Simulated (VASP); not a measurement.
# Cu (P6_3/mmc) in VASP: settings compared

The runs below take Cu through single point, with PBE, LDA, PBEsol.

Everything below comes from runs of VASP 6.6.1. Logs are shortened: lines on timing, memory, paths and dates and some standing lists are left out, and cuts for length are marked.

## Step 1: The cell of the first run

The structure is hexagonal, space group P6_3/mmc (No. 194). The conventional cell has a = 2.534 Å, b = 2.534 Å, c = 4.113 Å, α = 90.00°, β = 90.00°, γ = 120.00°. Within 3.3 Å of Cu (site symmetry -6m2) lie 12 Cu at 2.52 to 2.53 Å.

## Step 2: Single point, PBE

Contents of INCAR:

```
PREC     = Accurate       # precision mode
ENCUT    = 520            # plane-wave cutoff, eV
EDIFF    = 1E-6           # SCF threshold, eV
ISMEAR   = 0              # smearing method
SIGMA    = 0.011          # smearing width, eV
LREAL    = F              # projectors in reciprocal space
LASPH    = T              # aspherical terms in the spheres
NELM     = 100            # most SCF steps
ALGO     = Fast           # electronic algorithm
ISIF     = 2              # what is computed and relaxed
LWAVE    = F              # write WAVECAR
LCHARG   = T              # write CHGCAR
GGA      = PE             # functional
LELF     = T              # ELF
LVHAR    = T            
NBANDS   = 18             # bands
```

Contents of KPOINTS:

```
Automatic mesh
0
Gamma
  12 12 7
```

Contents of POSCAR:

```
Cu
1.0
    2.5340966698      0.0000000000      0.0000000000
   -1.2670483349      2.1945920917      0.0000000000
    0.0000000000      0.0000000000      4.1125710000
Cu
2
Direct
    0.6666666667      0.3333333333      0.7500000000
    0.3333333333      0.6666666667      0.2500000000
```

Potentials or basis: VASP PAW PBE potentials, release 64 (Cu).

Started as:

```sh
$ cat potpaw_PBE.64/Cu/POTCAR > POTCAR
$ mpirun -np 1 vasp_std > vasp.out
```

OUTCAR:

```text
PREC = Accurate
   ENCUT = 520
   EDIFF = 1E-6
   ISMEAR = 0
   LREAL = F
   LASPH = T
   NELM = 100
   ISIF = 2
   GGA = PE

 ion  position               nearest neighbor table
   1  0.667  0.333  0.750-   2 2.52   2 2.52   2 2.52   2 2.52   2 2.52   2 2.52
   2  0.333  0.667  0.250-   1 2.52   1 2.52   1 2.52   1 2.52   1 2.52   1 2.52

  LATTYP: Found a hexagonal cell.
 ALAT       =     2.5340966698
 C/A-ratio  =     1.6228942838

  Lattice vectors:

 A1 = (   2.5340966698,   0.0000000000,   0.0000000000)
 A2 = (  -1.2670483349,   2.1945920917,   0.0000000000)
 A3 = (   0.0000000000,   0.0000000000,   4.1125710000)

Analysis of symmetry for initial positions (statically):
=====================================================================
 Subroutine PRICEL returns:
 Original cell was already a primitive cell.

 Routine SETGRP: Setting up the symmetry group for a
 hexagonal supercell.

 Subroutine GETGRP returns: Found 24 space group operations
 (whereof 12 operations were pure point group operations)
 out of a pool of 24 trial point group operations.

The static configuration has the point symmetry D_3d.
 The point group associated with its full space group is D_6h.

Analysis of symmetry for dynamics (positions and initial velocities):
=====================================================================
 Subroutine PRICEL returns:
 Original cell was already a primitive cell.

 Routine SETGRP: Setting up the symmetry group for a
 hexagonal supercell.

 Subroutine GETGRP returns: Found 24 space group operations
 (whereof 12 operations were pure point group operations)
 out of a pool of 24 trial point group operations.

The dynamic configuration has the point symmetry D_3d.
 The point group associated with its full space group is D_6h.

 Subroutine INISYM returns: Found 24 space group operations
 (whereof 12 operations are pure point group operations),
 and found     1 'primitive' translations

----------------------------------------------------------------------------------------

                                     Primitive cell

  volume of cell :      22.8713

  direct lattice vectors                    reciprocal lattice vectors
     2.534096670  0.000000000  0.000000000     0.394617937  0.227832772  0.000000000
    -1.267048335  2.194592092  0.000000000     0.000000000  0.455665544  0.000000000
     0.000000000  0.000000000  4.112571000     0.000000000  0.000000000  0.243156896

  length of vectors
     2.534096670  2.534096670  4.112571000     0.455665544  0.455665544  0.243156896

  position of ions in fractional coordinates (direct lattice)
     0.666666667  0.333333333  0.750000000
     0.333333333  0.666666667  0.250000000

  ion indices of the primitive-cell ions
   primitive index   ion index
                 1           1
                 2           2

----------------------------------------------------------------------------------------

 KPOINTS: Automatic mesh

Automatic generation of k-mesh.
 Grid dimensions read from file:
 generate k-points for:   12   12    7

 Generating k-lattice:

  Cartesian coordinates                     Fractional coordinates (reciprocal lattice)
     0.032884828  0.018986064  0.000000000     0.083333333 -0.000000000  0.000000000
     0.000000000  0.037972129  0.000000000     0.000000000  0.083333333  0.000000000
     0.000000000  0.000000000  0.034736699     0.000000000  0.000000000  0.142857143

  Length of vectors
     0.037972129  0.037972129  0.034736699

  Shift w.r.t. Gamma in fractional coordinates (k-lattice)
     0.000000000  0.000000000  0.000000000

 Subroutine IBZKPT returns following result:
 ===========================================

 Found     76 irreducible k-points:

 Following reciprocal coordinates:
            Coordinates               Weight
  0.000000  0.000000  0.000000      1.000000
  0.083333  0.000000  0.000000      6.000000
  0.166667  0.000000  0.000000      6.000000
  0.250000 -0.000000  0.000000      6.000000
  0.333333 -0.000000  0.000000      6.000000
  0.416667 -0.000000  0.000000      6.000000
[... 16 lines left out ...]
  0.250000 -0.000000  0.142857     12.000000
  0.333333 -0.000000  0.142857     12.000000
 [... further k-points ...]
   k-points           NKPTS =     76   k-points in BZ     NKDIM =     76   number of bands    NBANDS=     18
   number of dos      NEDOS =    301   number of ions     NIONS =      2
   total plane-waves  NPLWV =  12800
   dimension x,y,z NGX =    20 NGY =   20 NGZ =   32
   dimension x,y,z NGXF=    40 NGYF=   40 NGZF=   64
   ions per type =               2
   NGX,Y,Z   is equivalent  to a cutoff of  13.12, 13.12, 12.94 a.u.
   NGXF,Y,Z  is equivalent  to a cutoff of  26.24, 26.24, 25.87 a.u.
 SYSTEM =  unknown system
   PREC   = accura    normal or accurate (medium, high low for compatibility)
   ISTART =      0    job   : 0-new  1-cont  2-samecut
   ICHARG =      2    charge: 1-file 2-atom 10-const
   ISPIN  =      1    spin polarized calculation?
   LNONCOLLINEAR =      F non collinear calculations
   LSORBIT =      F    spin-orbit coupling
   LASPH  =      T    aspherical Exc in radial PAW
   ENCUT  =  520.0 eV  38.22 Ry    6.18 a.u.   4.71  4.71  7.65*2*pi/ulx,y,z
   NELM   =    100;   NELMIN=  2; NELMDL= -5     # of ELM steps
   EDIFF  = 0.1E-05   stopping-criterion for ELM
   LREAL  =      F    real-space projection
   EDIFFG = 0.1E-04   stopping-criterion for IOM
   NSW    =      0    number of steps for IOM
   IBRION =     -1    ionic relax: 0-MD 1-quasi-New 2-CG
   NFREE  =      0    steps in history (QN), initial steepest desc. (CG)
   ISIF   =      2    stress and relaxation
   ISYM   =      2    0-nonsym 1-usesym 2-fastsym
   POTIM  = 0.5000    time-step for ionic-motion
   TEBEG  =    0.0;   TEEND  =   0.0 temperature during run
   PSTRESS=    0.0 pullay stress
   NELECT =      22.0000    total number of electrons
   NUPDOWN=      -1.0000    fix difference up-down
   EMIN   =  10.00;   EMAX   =-10.00  energy-range for DOS
   EFERMI =   0.00;   METHOD = LEGACY
   ISMEAR =     0;   SIGMA  =   0.01  broadening in eV -4-tet -1-fermi 0-gaus
   EFERMI_NEDOS =   21; number of points for ismear=-14 and -15
   IALGO  =     68    algorithm
   IMIX   =      4    mixing-type and parameters
     AMIX     =   0.40;   BMIX     =  1.00
     AMIX_MAG =   1.60;   BMIX_MAG =  1.00
  volume/ion in A,a.u.               =      11.44        77.17
  Fermi-wavevector in a.u.,A,eV,Ry     =   1.616041  3.053874 35.532800  2.611587
  Thomas-Fermi vector in A             =   2.710691
   LORBIT       =      0    0 simple, 1 ext, 2 COOP (PROOUT), +10 PAW based schemes
   GGA     = PE    functional components
   LHFCALC =     F    Hartree Fock is set to
   AEXX    =    0.0000 exact exchange contribution
   IVDW    =     0    specifies the selected vdW correction
   LEPSILON=     F    determine dielectric tensor
   LRPA    =     F    only Hartree local field effects (RPA)
 non-spin polarized calculation
 RMM-DIIS sequential band-by-band and
 Gauss-broadening in eV      SIGMA  =   0.01
  energy-cutoff  :      520.00
  volume of cell :       22.87
 maximum number of plane-waves:       634
 NGX is ok and might be reduce to    20
   NGX =  9   NGY =  9   NGZ = 15

 number of electron      21.9999979 magnetization

 Free energy of the ion-electron system (eV)
  ---------------------------------------------------
  ext. energy  EPLUGINS =         0.00000000
  ---------------------------------------------------
  free energy    TOTEN  =        -7.39609627 eV

  energy without entropy =       -7.39597391  energy(sigma->0) =       -7.39603509

 E-fermi :   7.9379     XC(G=0): -12.9136

 val. band max:        7.9263138690   @ k =   0.3333   0.1667   0.2857
 cond. band min:       7.9384986306   @ k =   0.0833   0.0833   0.1429
 fundamental gap:      0.0121847616
 Fermi energy:         7.9379040079

 k-point     1 :       0.0000    0.0000    0.0000
  band No.  band energies     occupation
      1      -1.6079      2.00000
      2       2.7426      2.00000
      3       4.8834      2.00000
      4       4.9291      2.00000
      5       4.9291      2.00000
      6       5.1527      2.00000
[... 10 lines left out ...]
     17      31.7589      0.00000
     18      31.8707      0.00000

 k-point     2 :       0.0833    0.0000    0.0000
  band No.  band energies     occupation
      1      -1.3793      2.00000
      2       2.8729      2.00000
      3       4.7455      2.00000
      4       5.0136      2.00000
      5       5.0410      2.00000
      6       5.1167      2.00000
[... 10 lines left out ...]
     17      32.8009      0.00000
     18      33.8786      0.00000

 k-point     3 :       0.1667    0.0000    0.0000
  band No.  band energies     occupation
      1      -0.7094      2.00000
      2       3.2019      2.00000
      3       4.5461      2.00000
      4       4.7264      2.00000
      5       4.9819      2.00000
      6       5.2454      2.00000
[... 10 lines left out ...]
     17      30.0120      0.00000
     18      31.9003      0.00000

 k-point     4 :       0.2500   -0.0000    0.0000
  band No.  band energies     occupation
      1       0.3403      2.00000
      2       3.5025      2.00000
      3       4.1759      2.00000
      4       4.4058      2.00000
      5       4.8983      2.00000
      6       5.0917      2.00000
[... 375 lines left out ...]
      4       4.5670      2.00000
      5       4.9278      2.00000
      6       5.1284      2.00000
[... 10 lines left out ...]
     17      29.0866      0.00000
     18      30.8558      0.00000

 k-point    23 :       0.2500   -0.0000    0.1429
  band No.  band energies     occupation
      1       0.5054      2.00000
      2       3.4933      2.00000
      3       4.0770      2.00000
      4       4.4353      2.00000
      5       4.8179      2.00000
      6       5.1114      2.00000
[... 10 lines left out ...]
     17      27.6438      0.00000
     18      29.8069      0.00000

 k-point    24 :       0.3333   -0.0000    0.1429
  band No.  band energies     occupation
      1       1.7149      2.00000
      2       3.5056      2.00000
      3       3.7854      2.00000
      4       4.3838      2.00000
      5       4.9285      2.00000
      6       5.0019      2.00000
[... 10 lines left out ...]
     17      25.7073      0.00000
     18      28.0029      0.00000

 [... further k-points ...]
[... 5 lines left out ...]
  --------------------------------------------------------------------------------------
  -------------------------------------------------------------------------------------
  Total        1.1792495      1.1792495      1.1762943      0.0000000      0.0000000     -0.0000000
  in kB       82.6087153     82.6087153     82.4017041      0.0000000      0.0000000     -0.0000000
  external PRESSURE =      82.5397115 kB  Pullay stress =       0.0000000 kB

 VOLUME and BASIS-vectors are now :
 -----------------------------------------------------------------------------
  energy-cutoff  :      520.00
  volume of cell :       22.87
      direct lattice vectors                 reciprocal lattice vectors
     2.534096670  0.000000000  0.000000000     0.394617937  0.227832772  0.000000000
    -1.267048335  2.194592092  0.000000000     0.000000000  0.455665544  0.000000000
     0.000000000  0.000000000  4.112571000     0.000000000  0.000000000  0.243156896

 POSITION                                       TOTAL-FORCE (eV/Angst)
 -----------------------------------------------------------------------------------
      1.26705      0.73153      3.08443        -0.000000      0.000000      0.000000
     -0.00000      1.46306      1.02814         0.000000      0.000000      0.000000
 -----------------------------------------------------------------------------------
    total drift:                               -0.000000      0.000000     -0.000000

  FREE ENERGIE OF THE ION-ELECTRON SYSTEM (eV)
  ---------------------------------------------------
  free  energy   TOTEN  =        -7.3960962680 eV

  energy  without entropy=       -7.3959739099  energy(sigma->0) =       -7.39603509
```

Run time: 52 s. Hardware: 1 thread of AMD EPYC 7R13, shared host; peak memory 0.12 GiB.

Results:

```
Free energy            : -7.3961 eV
Pressure               : 8.3 GPa
Band gap on the k mesh : zero (band 11 reaches 12.04 eV, above the bottom of band 12 at 6.07 eV)
```

(Continued in part 2 of 2.)
